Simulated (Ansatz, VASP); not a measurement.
**One calculation of C, two programs**

```
C
1.0
     1.22805   -2.12706    0.00000
     1.22805    2.12706    0.00000
     0.00000    0.00000    7.17327
C
4
Direct
  0.08338 0.91662 0.75314
  0.58338 0.41662 0.24686
  0.91662 0.08338 0.24686
  0.41662 0.58338 0.75314
```

Alike in both runs: task single point; functional r2SCAN; k mesh 12 × 12 × 4; occupations gaussian, width 0.1 eV; no spin polarisation.

|  | VASP | Ansatz |
| --- | --- | --- |
| version | VASP 6.6.1 | Ansatz 0.2.0 |
| potentials or method | VASP PAW PBE potentials, release 64 (C), cutoff 520 eV | scalar-relativistic, plane waves, PAW |
| valence electrons in the cell | 16 | 16 |

```csv
,VASP,Ansatz,Ansatz less VASP
gap on the k mesh at the Fermi level (eV),0.03,0.03,0.000
least direct gap on the mesh (eV),0.03,0.03,0.000
pressure (GPa),0.5,-0.1,-0.63
"traceless stress, the component that is largest in VASP (GPa)",-0.89,-0.15,+0.739
rms of the force components (eV/Å),0.013,0.013,-0.0001
```

VASP's potentials were made for PBE, not for r2SCAN. Atom by atom the forces differ by 0.000 eV/Å (rms over components).
